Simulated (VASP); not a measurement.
# C (Cmme) in VASP: further runs, part 2 of 2

VASP 6.6.1. Earlier steps stand in the parts before.

## Step 3: Single point, PBE (9.63 Å³/atom)

Contents of INCAR:

```
PREC     = Accurate       # precision mode
ENCUT    = 520            # plane-wave cutoff, eV
EDIFF    = 1E-6           # SCF threshold, eV
ISMEAR   = 0              # smearing method
SIGMA    = 0.15           # smearing width, eV
LREAL    = F              # projectors in reciprocal space
LASPH    = T              # aspherical terms in the spheres
NELM     = 80             # most SCF steps
ALGO     = Normal         # electronic algorithm
ISIF     = 2              # what is computed and relaxed
LWAVE    = F              # write WAVECAR
LCHARG   = F              # write CHGCAR
GGA      = PE             # functional
NBANDS   = 16             # bands
```

Contents of KPOINTS:

```
Automatic mesh
0
Gamma
  21 21 6
```

Contents of POSCAR:

```
C
1.0
    1.1845894324     -1.9975825958      0.0000000000
    1.1845894324      1.9975825958      0.0000000000
    0.0000000000      0.0000000000      8.1426175720
C
4
Direct
    0.0833329406      0.9166670594      0.7503043452
    0.5833329406      0.4166670594      0.2496956548
    0.9166670594      0.0833329406      0.2496956548
    0.4166670594      0.5833329406      0.7503043452
```

Potentials or basis: VASP PAW PBE potentials, release 64 (C).

On the command line:

```sh
cat potpaw_PBE.64/C/POTCAR > POTCAR
mpirun -np 1 vasp_std > vasp.out
```

Wall time 1.9 min (1 thread of Intel Xeon 6975P-C (Granite Rapids), shared host); peak memory 0.31 GiB.

Results (log left out):

```yaml
Free_energy: -35.9904 eV
Pressure: 46.5 GPa
Largest_force: 0.733 eV/Å
```

Forces in eV/Å, atoms in the order of the input:
```
C    0.000  0.733  0.000
C    0.000  0.733  0.000
C    0.000 -0.733  0.000
C    0.000 -0.733  0.000
```

Stress tensor (GPa, compression positive):
```
56.66  0.00  0.00
 0.00 82.72  0.00
 0.00  0.00  0.09
```

Caveat: the stress differs along the axes, from 0 to 83 GPa; this functional lacks dispersion, which binds layers or chains, so the pressure and a relaxed spacing across them are unreliable.

## Step 4: Single point, PBE (9.63 Å³/atom)

Contents of INCAR:

```
SYSTEM = C
  PREC = Accurate
  ENCUT = 520
  EDIFF = 1E-7
  ISMEAR = 0
  SIGMA = 0.15
  LREAL = .FALSE.
  LASPH = .TRUE.
  NELM = 100
  ALGO = Normal
  ISIF = 2
  LWAVE = .FALSE.
  LCHARG = .TRUE.
  GGA = PE
  LELF = .TRUE.
  LVHAR = .TRUE.
  NBANDS = 16
```

Contents of KPOINTS:

```
regular mesh
0
G
  21 21 6
  0 0 0
```

Contents of POSCAR:

```
C
1.0
    1.2275673014     -1.9623027691      0.0000000000
    1.2275673014      1.9623027691      0.0000000000
    0.0000000000      0.0000000000      7.9988086813
C
4
Direct
    0.0833329406      0.9166670594      0.7503043452
    0.5833329406      0.4166670594      0.2496956548
    0.9166670594      0.0833329406      0.2496956548
    0.4166670594      0.5833329406      0.7503043452
```

Potentials or basis: VASP PAW PBE potentials, release 64 (C).

On the command line:

```sh
cat potpaw_PBE.64/C/POTCAR > POTCAR
mpirun -np 1 vasp_std > vasp.out
```

OUTCAR:

```text
SYSTEM = C
   PREC = Accurate
   ENCUT = 520
   EDIFF = 1E-7
   ISMEAR = 0
   LREAL = .FALSE.
   LASPH = .TRUE.
   NELM = 100
   ISIF = 2
   GGA = PE

 ion  position               nearest neighbor table
   1  0.083  0.917  0.750-   4 1.31   4 1.39   4 1.39
   2  0.583  0.417  0.250-   3 1.31   3 1.39   3 1.39
   3  0.917  0.083  0.250-   2 1.31   2 1.39   2 1.39
   4  0.417  0.583  0.750-   1 1.31   1 1.39   1 1.39

  LATTYP: Found a base centered orthorhombic cell.
[... 651 lines left out ...]
     15      18.5307      0.00000
     16      19.2049      0.00000

 [... further k-points ...]
[... 5 lines left out ...]
  --------------------------------------------------------------------------------------
  -------------------------------------------------------------------------------------
  Total        4.9014273     23.6720407      0.0419252      0.0000000     -0.0000000      0.0000000
  in kB      203.7823257    984.1915856      1.7430869      0.0000000     -0.0000000      0.0000000
  external PRESSURE =     396.5723327 kB  Pullay stress =       0.0000000 kB

 VOLUME and BASIS-vectors are now :
 -----------------------------------------------------------------------------
  energy-cutoff  :      520.00
  volume of cell :       38.54
      direct lattice vectors                 reciprocal lattice vectors
     1.227567301 -1.962302769  0.000000000     0.407309644 -0.254802678  0.000000000
     1.227567301  1.962302769  0.000000000     0.407309644  0.254802678  0.000000000
     0.000000000  0.000000000  7.998808681     0.000000000  0.000000000  0.125018617

 POSITION                                       TOTAL-FORCE (eV/Angst)
 -----------------------------------------------------------------------------------
      1.22757      1.63525      6.00154         0.000000      2.217815     -0.000210
      1.22757     -0.32705      1.99727         0.000000      2.217815      0.000210
      1.22757     -1.63525      1.99727         0.000000     -2.217815      0.000210
      1.22757      0.32705      6.00154         0.000000     -2.217815     -0.000210
 -----------------------------------------------------------------------------------
    total drift:                               -0.000000     -0.000000      0.000000

  FREE ENERGIE OF THE ION-ELECTRON SYSTEM (eV)
  ---------------------------------------------------
  free  energy   TOTEN  =       -35.9296411826 eV

  energy  without entropy=      -35.9296405654  energy(sigma->0) =      -35.92964087
```

stdout:

```text
POSCAR found type information on POSCAR C
 POSCAR found :  1 types and       4 ions
 scaLAPACK will be used
 LDA part: xc-table for (Slater+PW92), standard interpolation
 POSCAR, INCAR and KPOINTS ok, starting setup
 FFT: planning ... GRIDC
 FFT: planning ... GRID_SOFT
 FFT: planning ... GRID
 WAVECAR not read
 entering main loop
```

Wall time 2.1 min (1 thread of Intel Xeon 6975P-C (Granite Rapids), shared host); peak memory 0.29 GiB.

What came out:

| Quantity | Value |
| --- | --- |
| Free energy | -35.9296 eV |
| Pressure | 39.7 GPa |
| Largest force | 2.218 eV/Å |

Forces in eV/Å, atoms in the order of the input:
```
C    0.000  2.218  0.000
C    0.000  2.218  0.000
C    0.000 -2.218  0.000
C    0.000 -2.218  0.000
```

Stress tensor (GPa, compression positive):
```
20.38  0.00  0.00
 0.00 98.42  0.00
 0.00  0.00  0.17
```

Caveat: the stress differs along the axes, from 0 to 98 GPa; this functional lacks dispersion, which binds layers or chains, so the pressure and a relaxed spacing across them are unreliable; forces of over 1 eV/Å act on the atoms, so gaps and moduli don't describe the material at rest.

## Step 5: Overview

| cell | pressure (GPa) | largest force (eV/Å) |
| --- | --- | --- |
| a = 2.333, b = 2.333, c = 8.289 Å, angles 90.0, 90.0, 121.3°, 4 atoms | 55.2 | 0.75 |
| a = 2.322, b = 2.322, c = 8.143 Å, angles 90.0, 90.0, 118.7°, 4 atoms | 46.5 | 0.73 |
| a = 2.315, b = 2.315, c = 7.999 Å, angles 90.0, 90.0, 115.9°, 4 atoms | 39.7 | 2.22 |

Alike in all rows: task single point; level PBE; potentials or basis VASP PAW PBE potentials, release 64 (C); no spin polarisation; k mesh 21 × 21 × 6; cutoff (eV) 520; smearing gaussian 0.15 eV.

Caveats: this functional lacks dispersion, which binds layers or chains, so the pressure and a relaxed spacing across them are unreliable; the stress differs along the axes, from 0 to 96 GPa (at least some runs); the stress differs along the axes, from 0 to 83 GPa (at least some runs); the stress differs along the axes, from 0 to 98 GPa (at least some runs); forces of over 1 eV/Å act on the atoms, so gaps and moduli don't describe the material at rest (at least some runs).

Absolute energies hang on the potentials; compare differences alone.
